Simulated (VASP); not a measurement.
Write the native input for VASP 6.6.1 that does the following.

| Item | Value |
| --- | --- |
| Task | single point |
| Functional | LDA |
| Potentials or basis | VASP PAW LDA potentials, release 64 (Mg, Pb_d, N) |
| Cutoff | 520 eV |
| k mesh | 12 × 12 × 4 |
| Occupations | gaussian, width 0.05 eV |
| Spin | no spin polarisation |
| Dipole correction | no |
| Further INCAR settings | ALGO = Normal; EDIFF = 1e-06; NBANDS = 28 |

The structure of MgPb2N2 lies in POSCAR:

```
MgPb2N2
1.0
    3.3370290923      0.0000000000      0.0000000000
   -1.6685145461      2.8899519671      0.0000000000
    0.0000000000      0.0000000000      9.5402821597
Mg Pb N
1 2 2
Direct
    0.0000000000      0.0000000000      0.0000000000
    0.6666666667      0.3333333333      0.2865500000
    0.3333333333      0.6666666667      0.7134500000
    0.6666666667      0.3333333333      0.8618210000
    0.3333333333      0.6666666667      0.1381790000
```

This cell differs from its parent crystal: ratio of the length along z to the lengths across it x 1.05, volume and fractional coordinates fixed.

The input as run:

INCAR

```
PREC = Accurate
ENCUT = 520
EDIFF = 1E-6
ISMEAR = 0
SIGMA = 0.05
LREAL = F
LASPH = T
NELM = 100
ALGO = Normal
ISIF = 2
LWAVE = F
LCHARG = T
LELF = T
LVHAR = T
NBANDS = 28
```

KPOINTS

```
Automatic mesh
0
Gamma
  12 12 4
```

Potentials or basis: VASP PAW LDA potentials, release 64 (Mg, Pb_d, N).

The run is started by

```sh
$ cat potpaw_LDA.64/Mg/POTCAR potpaw_LDA.64/Pb_d/POTCAR potpaw_LDA.64/N/POTCAR > POTCAR
$ mpirun -np 1 vasp_std > vasp.out
```

It gave:

```
Pressure               : -6.1 GPa
Largest force          : 1.017 eV/Å
Band gap on the k mesh : 0.84 eV, indirect (least direct gap 1.04 eV)
```

Caveat: spin-orbit coupling is left out, which moves the levels of the heavy elements; forces of over 1 eV/Å act on the atoms, so gaps and moduli don't describe the material at rest.

Run time: 120 s on 1 thread of AMD EPYC 9R45 96-Core Processor (Zen 5), with other jobs on the host, peak memory 0.27 GiB.
